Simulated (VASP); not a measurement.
# CuSi16 (a cell with a defect) in VASP: notebook

Runs on CuSi16 (a cell with a defect). Level: PBE+D3(BJ). Tasks: single point.

All numbers are computed with VASP 6.6.1; they aren't measurements. Logs are shortened: lines on timing, memory, paths and dates and some standing lists are left out, and cuts for length are marked.

## (1) The cell of the first run

The cell holds a defect, 17 atoms: a = 7.679 Å, b = 7.679 Å, c = 7.679 Å, α = 60.00°, β = 60.00°, γ = 60.00°.

## (2) Single point, PBE+D3(BJ)

The input, INCAR:

```
SYSTEM = CuSi16
ALGO     = Normal         ! electronic algorithm
EDIFF    = 1E-6           ! SCF threshold, eV
ENCUT    = 520            ! plane-wave cutoff, eV
GGA      = PE             ! functional
ISIF     = 2              ! what is computed and relaxed
ISMEAR   = 0              ! smearing method
IVDW     = 12             ! dispersion correction
LASPH    = .TRUE.         ! aspherical terms in the spheres
LCHARG   = .TRUE.         ! write CHGCAR
LELF     = .TRUE.         ! ELF
LREAL    = Auto         
LVHAR    = .TRUE.       
LWAVE    = .FALSE.        ! write WAVECAR
NBANDS   = 52             ! bands
NELECT   = 74.0         
NELM     = 60             ! most SCF steps
PREC     = Accurate       ! precision mode
SIGMA    = 0.02           ! smearing width, eV
```

The input, KPOINTS:

```
k-points
0
G
  2 2 2
  0 0 0
```

The input, POSCAR:

```
CuSi16
1.0
    0.0000000000      5.4300000000      5.4300000000
    5.4300000000      0.0000000000      5.4300000000
    5.4300000000      5.4300000000      0.0000000000
Si Cu
16 1
Direct
   -0.0126026703     -0.0186639963      0.0005418969
    0.1142257827      0.1103427256      0.1158974217
   -0.0006356354     -0.0041385820      0.4971927256
    0.1262446593      0.1223120626      0.6322693370
    0.0039884899      0.4889439227     -0.0007722836
    0.1343876611      0.6127637201      0.1311685083
    0.0043770718      0.4986310313      0.5079938306
    0.1353313996      0.6236354512      0.6266450276
    0.4931781768      0.0005520258     -0.0009177716
    0.6189198895      0.1300399632      0.1303869245
    0.5027624309      0.0008804788      0.5073821363
    0.6271485267      0.1320004604      0.6265105893
    0.5092890424      0.5049514733     -0.0026628913
    0.6313428177      0.6278984346      0.1269790976
    0.5071827808      0.5038111418      0.4990811234
    0.6313743094      0.6278503683      0.6244459484
    0.2334824125      0.2267175875      0.2521063536
```

Potentials or basis: VASP PAW PBE potentials, release 64 (Si, Cu).

Started as:

```sh
cat potpaw_PBE.64/Si/POTCAR potpaw_PBE.64/Cu/POTCAR > POTCAR
mpirun -np 1 vasp_std > vasp.out
```

OUTCAR:

```text
SYSTEM = CuSi16
   EDIFF = 1E-6
   ENCUT = 520
   GGA = PE
   ISIF = 2
   ISMEAR = 0
   IVDW = 12
   LASPH = .TRUE.
   LREAL = Auto
   NELECT = 74.0
   NELM = 60
   PREC = Accurate
 IVDW          = 12

 ion  position               nearest neighbor table
   1  0.987  0.981  0.001-   4 2.32   6 2.32  10 2.32   2 2.33
   2  0.114  0.110  0.116-   1 2.33  17 2.33   5 2.38   9 2.38   3 2.40
   3  0.999  0.996  0.497-  12 2.34   8 2.34   2 2.40   4 2.44  17 2.53
   4  0.126  0.122  0.632-   1 2.32   7 2.36  11 2.36  17 2.40   3 2.44
   5  0.004  0.489  0.999-   8 2.34  14 2.34   2 2.38   6 2.42  17 2.63
   6  0.134  0.613  0.131-   1 2.32  13 2.35   7 2.36   5 2.42  17 2.43
   7  0.004  0.499  0.508-  16 2.34   8 2.35   4 2.36   6 2.36  17 2.88
   8  0.135  0.624  0.627-  15 2.33   3 2.34   5 2.34   7 2.35
   9  0.493  0.001  0.999-  12 2.34  14 2.34   2 2.38  10 2.42  17 2.61
  10  0.619  0.130  0.130-   1 2.32  13 2.35  11 2.36   9 2.42  17 2.43
  11  0.503  0.001  0.507-  16 2.34  12 2.35   4 2.36  10 2.36  17 2.86
  12  0.627  0.132  0.627-  15 2.33   3 2.34   9 2.34  11 2.35
  13  0.509  0.505  0.997-  16 2.34  14 2.35  10 2.35   6 2.35
  14  0.631  0.628  0.127-  15 2.33   9 2.34   5 2.34  13 2.35
  15  0.507  0.504  0.499-  12 2.33   8 2.33  14 2.33  16 2.34
  16  0.631  0.628  0.624-  13 2.34   7 2.34  11 2.34  15 2.34
  17  0.233  0.227  0.252-   2 2.33   4 2.40  10 2.43   6 2.43   3 2.53   9 2.61   5 2.63  11 2.86
                             7 2.88

  LATTYP: Found a face centered cubic cell.
 ALAT       =    10.8600000000

  Lattice vectors:

 A1 = (   0.0000000000,   5.4300000000,   5.4300000000)
 A2 = (   5.4300000000,   0.0000000000,   5.4300000000)
 A3 = (   5.4300000000,   5.4300000000,   0.0000000000)

Analysis of symmetry for initial positions (statically):
=====================================================================
 Subroutine PRICEL returns:
 Original cell was already a primitive cell.

 Routine SETGRP: Setting up the symmetry group for a
 face centered cubic supercell.

 Subroutine GETGRP returns: Found  1 space group operations
 (whereof  1 operations were pure point group operations)
 out of a pool of 48 trial point group operations.

The static configuration has the point symmetry C_1 .

Analysis of symmetry for dynamics (positions and initial velocities):
=====================================================================
 Subroutine PRICEL returns:
 Original cell was already a primitive cell.

 Routine SETGRP: Setting up the symmetry group for a
 face centered cubic supercell.

 Subroutine GETGRP returns: Found  1 space group operations
 (whereof  1 operations were pure point group operations)
 out of a pool of 48 trial point group operations.

The dynamic configuration has the point symmetry C_1 .

 Subroutine INISYM returns: Found  1 space group operations
 (whereof  1 operations are pure point group operations),
 and found     1 'primitive' translations

----------------------------------------------------------------------------------------

                                     Primitive cell

  volume of cell :     320.2060

  direct lattice vectors                    reciprocal lattice vectors
     0.000000000  5.430000000  5.430000000    -0.092081031  0.092081031  0.092081031
     5.430000000  0.000000000  5.430000000     0.092081031 -0.092081031  0.092081031
     5.430000000  5.430000000  0.000000000     0.092081031  0.092081031 -0.092081031

  length of vectors
     7.679179644  7.679179644  7.679179644     0.159489025  0.159489025  0.159489025

  position of ions in fractional coordinates (direct lattice)
     0.987397330  0.981336004  0.000541897
     0.114225783  0.110342726  0.115897422
     0.999364365  0.995861418  0.497192726
     0.126244659  0.122312063  0.632269337
     0.003988490  0.488943923  0.999227716
     0.134387661  0.612763720  0.131168508
[... 9 lines left out ...]
     0.631374309  0.627850368  0.624445948
     0.233482413  0.226717587  0.252106354

  ion indices of the primitive-cell ions
   primitive index   ion index
                 1           1
                 2           2
                 3           3
                 4           4
                 5           5
                 6           6
[... 9 lines left out ...]
                16          16
                17          17

----------------------------------------------------------------------------------------

 KPOINTS: k-points

Automatic generation of k-mesh.
 Grid dimensions read from file:
 generate k-points for:    2    2    2

 Generating k-lattice:

  Cartesian coordinates                     Fractional coordinates (reciprocal lattice)
    -0.046040516  0.046040516  0.046040516     0.500000000  0.000000000  0.000000000
     0.046040516 -0.046040516  0.046040516     0.000000000  0.500000000  0.000000000
     0.046040516  0.046040516 -0.046040516     0.000000000  0.000000000  0.500000000

  Length of vectors
     0.079744512  0.079744512  0.079744512

  Shift w.r.t. Gamma in fractional coordinates (k-lattice)
     0.000000000  0.000000000  0.000000000

 Subroutine IBZKPT returns following result:
 ===========================================

 Found      8 irreducible k-points:

 Following reciprocal coordinates:
            Coordinates               Weight
  0.000000  0.000000  0.000000      1.000000
  0.500000  0.000000  0.000000      1.000000
  0.000000  0.500000  0.000000      1.000000
  0.000000  0.000000  0.500000      1.000000
  0.500000  0.500000  0.500000      1.000000
  0.500000  0.500000  0.000000      1.000000
  0.000000  0.500000  0.500000      1.000000
  0.500000  0.000000  0.500000      1.000000
   k-points           NKPTS =      8   k-points in BZ     NKDIM =      8   number of bands    NBANDS=     52
   number of dos      NEDOS =    301   number of ions     NIONS =     17
   total plane-waves  NPLWV = 216000
   dimension x,y,z NGX =    60 NGY =   60 NGZ =   60
   dimension x,y,z NGXF=   120 NGYF=  120 NGZF=  120
   ions per type =              16   1
   NGX,Y,Z   is equivalent  to a cutoff of  12.99, 12.99, 12.99 a.u.
   NGXF,Y,Z  is equivalent  to a cutoff of  25.98, 25.98, 25.98 a.u.
 SYSTEM =  CuSi16
   PREC   = accura    normal or accurate (medium, high low for compatibility)
   ISTART =      0    job   : 0-new  1-cont  2-samecut
   ICHARG =      2    charge: 1-file 2-atom 10-const
   ISPIN  =      1    spin polarized calculation?
   LNONCOLLINEAR =      F non collinear calculations
   LSORBIT =      F    spin-orbit coupling
   LASPH  =      T    aspherical Exc in radial PAW
   ENCUT  =  520.0 eV  38.22 Ry    6.18 a.u.  14.28 14.28 14.28*2*pi/ulx,y,z
   NELM   =     60;   NELMIN=  2; NELMDL= -5     # of ELM steps
   EDIFF  = 0.1E-05   stopping-criterion for ELM
   LREAL  =      T    real-space projection
   EDIFFG = 0.1E-04   stopping-criterion for IOM
   NSW    =      0    number of steps for IOM
   IBRION =     -1    ionic relax: 0-MD 1-quasi-New 2-CG
   NFREE  =      0    steps in history (QN), initial steepest desc. (CG)
   ISIF   =      2    stress and relaxation
   ISYM   =      2    0-nonsym 1-usesym 2-fastsym
   POTIM  = 0.5000    time-step for ionic-motion
   TEBEG  =    0.0;   TEEND  =   0.0 temperature during run
   PSTRESS=    0.0 pullay stress
   NELECT =      74.0000    total number of electrons
   NUPDOWN=      -1.0000    fix difference up-down
   EMIN   =  10.00;   EMAX   =-10.00  energy-range for DOS
   EFERMI =   0.00;   METHOD = LEGACY
   ISMEAR =     0;   SIGMA  =   0.02  broadening in eV -4-tet -1-fermi 0-gaus
   EFERMI_NEDOS =   21; number of points for ismear=-14 and -15
   IALGO  =     38    algorithm
   IMIX   =      4    mixing-type and parameters
     AMIX     =   0.40;   BMIX     =  1.00
     AMIX_MAG =   1.60;   BMIX_MAG =  1.00
  volume/ion in A,a.u.               =      18.84       127.11
  Fermi-wavevector in a.u.,A,eV,Ry     =   1.004636  1.898488 13.732283  1.009294
  Thomas-Fermi vector in A             =   2.137265
   LORBIT       =      0    0 simple, 1 ext, 2 COOP (PROOUT), +10 PAW based schemes
   GGA     = PE    functional components
   LHFCALC =     F    Hartree Fock is set to
   AEXX    =    0.0000 exact exchange contribution
   IVDW    =    12    specifies the selected vdW correction
   LEPSILON=     F    determine dielectric tensor
   LRPA    =     F    only Hartree local field effects (RPA)
 non-spin polarized calculation
 Gauss-broadening in eV      SIGMA  =   0.02
  energy-cutoff  :      520.00
  volume of cell :      320.21
 maximum number of plane-waves:      8646
 NGX is ok and might be reduce to    60
   NGX = 29   NGY = 29   NGZ = 29

 number of electron      74.0000002 magnetization

 Free energy of the ion-electron system (eV)
  ---------------------------------------------------
  ext. energy  EPLUGINS =         0.00000000
  ---------------------------------------------------
  free energy    TOTEN  =       -94.21676480 eV

  energy without entropy =      -94.21676480  energy(sigma->0) =      -94.21676480

 E-fermi :   6.3579     XC(G=0):  -9.6074

 val. band max:        6.2281996740   @ k =   0.0000   0.0000   0.0000
 cond. band min:       6.5197570936   @ k =   0.0000   0.0000   0.0000
 fundamental gap:      0.2915574196
 Fermi energy:         6.3579093157

 k-point     1 :       0.0000    0.0000    0.0000
  band No.  band energies     occupation
      1      -5.8961      2.00000
      2      -3.5445      2.00000
      3      -3.5087      2.00000
      4      -3.4786      2.00000
      5      -3.4719      2.00000
      6      -2.0478      2.00000
[... 41 lines left out ...]
     48       8.4709      0.00000
     49       8.7186      0.00000

 k-point     2 :       0.5000    0.0000    0.0000
  band No.  band energies     occupation
      1      -5.2307      2.00000
      2      -4.9308      2.00000
      3      -3.2928      2.00000
      4      -3.2660      2.00000
      5      -3.1780      2.00000
      6      -3.0402      2.00000
[... 41 lines left out ...]
     48       9.7921      0.00000
     49       9.9157      0.00000

 k-point     3 :       0.0000    0.5000    0.0000
  band No.  band energies     occupation
      1      -5.2320      2.00000
      2      -4.9294      2.00000
      3      -3.2924      2.00000
      4      -3.2655      2.00000
      5      -3.1791      2.00000
      6      -3.0401      2.00000
[... 41 lines left out ...]
     48       9.7912      0.00000
     49       9.9084      0.00000

 k-point     4 :       0.0000    0.0000    0.5000
  band No.  band energies     occupation
      1      -5.2207      2.00000
      2      -4.9430      2.00000
      3      -3.3015      2.00000
      4      -3.2632      2.00000
      5      -3.1674      2.00000
      6      -3.0379      2.00000
[... 41 lines left out ...]
     48       9.7797      0.00000
     49       9.9259      0.00000

 k-point     5 :       0.5000    0.5000    0.5000
  band No.  band energies     occupation
      1      -5.1927      2.00000
      2      -4.9817      2.00000
      3      -3.3301      2.00000
      4      -3.1985      2.00000
      5      -3.1769      2.00000
      6      -3.0355      2.00000
[... 41 lines left out ...]
     48       9.7577      0.00000
     49       9.8129      0.00000

 k-point     6 :       0.5000    0.5000    0.0000
  band No.  band energies     occupation
      1      -4.9357      2.00000
      2      -4.7222      2.00000
      3      -3.8680      2.00000
      4      -3.7804      2.00000
      5      -3.7473      2.00000
      6      -3.7400      2.00000
[... 41 lines left out ...]
     48      10.4981      0.00000
     49      10.5276      0.00000

 k-point     7 :       0.0000    0.5000    0.5000
  band No.  band energies     occupation
      1      -4.9324      2.00000
      2      -4.7263      2.00000
      3      -3.8683      2.00000
      4      -3.7764      2.00000
      5      -3.7521      2.00000
      6      -3.7371      2.00000
[... 41 lines left out ...]
     48      10.5016      0.00000
     49      10.5130      0.00000

 k-point     8 :       0.5000    0.0000    0.5000
  band No.  band energies     occupation
      1      -4.9317      2.00000
      2      -4.7271      2.00000
      3      -3.8687      2.00000
      4      -3.7761      2.00000
      5      -3.7525      2.00000
      6      -3.7365      2.00000
[... 41 lines left out ...]
     48      10.4985      0.00000
     49      10.5149      0.00000
 [bands above 49 left out]

------------------------ aborting loop because EDIFF is reached ----------------------------------------

 Edisp (eV)   -5.66921

 E8    (eV) :    -2.3512

  FORCE on cell =-STRESS in cart. coord.  units (eV):
  Direction    XX          YY          ZZ          XY          YZ          ZX
  --------------------------------------------------------------------------------------
  -------------------------------------------------------------------------------------
  Total      -7.73589    -7.78056    -7.40828     0.29717    -0.00318    -0.01664
  in kB     -38.70715   -38.93068   -37.06794     1.48693    -0.01591    -0.08328
  external pressure =      -38.24 kB  Pullay stress =        0.00 kB

 VOLUME and BASIS-vectors are now :
 -----------------------------------------------------------------------------
  energy-cutoff  :      520.00
  volume of cell :      320.21
      direct lattice vectors                 reciprocal lattice vectors
     0.000000000  5.430000000  5.430000000    -0.092081031  0.092081031  0.092081031
     5.430000000  0.000000000  5.430000000     0.092081031 -0.092081031  0.092081031
     5.430000000  5.430000000  0.000000000     0.092081031  0.092081031 -0.092081031

 POSITION                                       TOTAL-FORCE (eV/Angst)
 -----------------------------------------------------------------------------------
      5.33160      5.36451     10.69022        -0.008198     -0.019445      0.018257
      1.22848      1.24957      1.21941        -0.012586     -0.010920     -0.005586
      8.10728      8.12630     10.83408        -0.005837     -0.007359     -0.010104
      4.09738      4.11873      1.34966        -0.008165     -0.009498      0.012165
      8.08077      5.44746      2.67662         0.010182      0.003907     -0.000478
      4.03955      1.44197      4.05703         0.013624     -0.011998      0.010211
[... 9 lines left out ...]
      6.79997      6.81910      6.83759         0.013060      0.011988     -0.003491
      2.60001      2.63675      2.49889        -0.014807     -0.001801     -0.004721
 -----------------------------------------------------------------------------------
    total drift:                                0.001850     -0.005141     -0.000671

  FREE ENERGIE OF THE ION-ELECTRON SYSTEM (eV)
  ---------------------------------------------------
  free  energy   TOTEN  =       -99.8859786730 eV

  energy  without entropy=      -99.8859786730  energy(sigma->0) =      -99.88597867
```

Wall time 3.9 min (1 thread of AMD EPYC 9R45 (Zen 5), shared host); peak memory 0.46 GiB.

What came out:

```
Free energy                : -99.8860 eV
Largest force              : 0.028 eV/Å
Dispersion energy per atom : -0.333 eV
```

Forces on the atoms (eV/Å):
```
Si  -0.008 -0.019  0.018
Si  -0.013 -0.011 -0.006
Si  -0.006 -0.007 -0.010
Si  -0.008 -0.009  0.012
Si   0.010  0.004  0.000
Si   0.014 -0.012  0.010
Si   0.005 -0.008  0.007
Si   0.006  0.004 -0.003
Si  -0.005  0.008 -0.004
Si  -0.010  0.005 -0.001
Si  -0.004  0.008  0.008
Si   0.003  0.008 -0.002
Si   0.005  0.006 -0.008
Si   0.004  0.007 -0.009
Si   0.009  0.007 -0.004
Si   0.013  0.012 -0.003
Cu  -0.015 -0.002 -0.005
```

Caveat: the k points lie up to 0.50 Å⁻¹ apart; the cell carries a net charge on a neutralising background, which shifts energy and pressure; the cell is charged against a uniform background, so pressure and absolute levels hang on convention.

## (3) Single point, PBE+D3(BJ)

The input, INCAR:

```
SYSTEM = CuSi16
PREC = Accurate
ENCUT = 520
EDIFF = 1E-6
ISMEAR = 0
SIGMA = 0.02
LREAL = Auto
LASPH = .True.
NELM = 100
ALGO = Normal
ISIF = 2
LWAVE = .False.
LCHARG = .True.
GGA = PE
IVDW = 12
LELF = .True.
LVHAR = .True.
NELECT = 74.0
NBANDS = 52
```

The input, KPOINTS:

```
regular mesh
0
Gamma
  2 2 2
  0 0 0
```

The input, POSCAR:

```
CuSi16
1.0
    0.0000000000      5.4300000000      5.4300000000
    5.4300000000      0.0000000000      5.4300000000
    5.4300000000      5.4300000000      0.0000000000
Si Cu
16 1
Direct
    0.0076528545     -0.0398924494      0.0101219153
    0.1157639042      0.1169464088      0.1164375691
   -0.0100703499      0.0026974217      0.5007935543
    0.1202431860      0.1211787293      0.6421127993
   -0.0014249540      0.4911512891     -0.0015918048
    0.1380765193      0.5883144567      0.1383006446
   -0.0027406998      0.4950204420      0.5119543278
    0.1216940147      0.6307470534      0.6259479742
    0.4996188766      0.0041196133     -0.0102186924
    0.6398825967      0.1226175875      0.1211536832
    0.5032587477      0.0053793738      0.5045723757
    0.6189847145      0.1494272560      0.6186348066
    0.5114387661      0.4962872007     -0.0031862799
    0.6262112339      0.6321136280      0.1204163904
    0.4942098527      0.5205418969      0.4930789134
    0.6247544199      0.6329144567      0.6241708103
    0.2772013812      0.1580387661      0.2788794659
```

Potentials or basis: VASP PAW PBE potentials, release 64 (Si, Cu).

Started as:

```sh
cat potpaw_PBE.64/Si/POTCAR potpaw_PBE.64/Cu/POTCAR > POTCAR
mpirun -np 1 vasp_std > vasp.out
```

Run time: 3.9 min. Hardware: 1 thread of AMD EPYC 9R45 (Zen 5), shared host; peak memory 0.46 GiB.

Results (log left out):

| Property | Result |
| --- | --- |
| Free energy | -99.8932 eV |
| Largest force | 0.026 eV/Å |
| Dispersion energy per atom | -0.334 eV |

Forces in eV/Å, atoms in the order of the input:
```
Si   0.003 -0.009  0.006
Si  -0.003  0.000  0.000
Si   0.002 -0.002 -0.007
Si   0.000  0.004 -0.001
Si   0.000  0.002  0.000
Si   0.004 -0.001  0.003
Si  -0.004 -0.002 -0.001
Si   0.004 -0.002  0.000
Si  -0.007  0.005  0.000
Si  -0.015  0.014  0.002
Si  -0.002  0.004  0.002
Si   0.000  0.005 -0.002
Si  -0.001 -0.002 -0.004
Si   0.001  0.001 -0.005
Si   0.000  0.000 -0.004
Si   0.003  0.001 -0.003
Cu   0.014 -0.018  0.012
```

Levels at points of the mesh, in eV from the Fermi level:
```tsv
k point	band 33	band 34	band 35	band 36	band 37	band 38	band 39	band 40	band 41	band 42
(0.00, 0.00, 0.00)	-1.09	-1.04	-0.63	-0.20	-0.07	0.07	0.36	0.58	0.61	0.68
(0.50, 0.00, 0.00)	-2.02	-0.96	-0.92	-0.85	-0.75	0.55	1.11	1.23	1.30	1.44
(0.00, 0.50, 0.00)	-2.17	-0.92	-0.90	-0.65	-0.52	0.52	1.00	1.34	1.37	1.57
(0.00, 0.00, 0.50)	-2.03	-0.96	-0.92	-0.86	-0.76	0.55	1.11	1.23	1.31	1.44
(0.50, 0.50, 0.50)	-2.05	-0.95	-0.90	-0.90	-0.81	0.50	1.14	1.22	1.31	1.41
(0.50, 0.50, 0.00)	-1.83	-1.54	-1.48	-1.44	-1.10	0.65	0.97	1.93	2.06	2.17
(0.00, 0.50, 0.50)	-1.84	-1.54	-1.48	-1.44	-1.11	0.65	0.97	1.93	2.06	2.17
(0.50, 0.00, 0.50)	-1.87	-1.52	-1.51	-1.42	-1.14	0.67	0.96	1.94	2.04	2.17
```

Caveat: the k points lie up to 0.50 Å⁻¹ apart; the cell carries a net charge on a neutralising background, which shifts energy and pressure; the cell is charged against a uniform background, so pressure and absolute levels hang on convention.

(Part 1 of 3 ends here.)
